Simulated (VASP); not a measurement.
Runs of VASP 6.6.1 on Ga2C3. The structure is that of space group P-3m1 (No. 164), or close to it. The cells are those of the table. 

| task | cell | k mesh | cutoff (eV) | gap on the mesh (eV) | pressure (GPa) | largest force (eV/Å) |
| --- | --- | --- | --- | --- | --- | --- |
| single point | a = 3.462, b = 3.462, c = 5.511 Å, angles 90.0, 90.0, 120.0°, 5 atoms | 6 × 6 × 4 | 520 | none | 0.1 | 0.03 |
| relaxation of cell and atoms | relaxed from a = 3.476, b = 3.476, c = 5.408 Å, angles 90.0, 90.0, 120.0°, 5 atoms | 6 × 6 × 4 | 600 | none | 0.0 | 0.03 |
| single point | a = 3.465, b = 3.465, c = 5.484 Å, angles 90.0, 90.0, 120.0°, 5 atoms | 12 × 12 × 8 | 520 | none | 0.1 | - |
| single point | a = 3.476, b = 3.476, c = 5.408 Å, angles 90.0, 90.0, 120.0°, 5 atoms | 6 × 6 × 4 | 520 | none | -1.2 | (a) |

Alike in all rows: level PBE; potentials or basis VASP PAW PBE potentials, release 64 (Ga_d, C); no spin polarisation; smearing gaussian 0.1 eV.

Problem. Fill in the values left out.

Solution. (a) 0.93.

A k mesh can miss the band edges, and the runs leave out spin-orbit coupling on Ga.

A gap of «none» marks levels without a gap at the run's occupations.
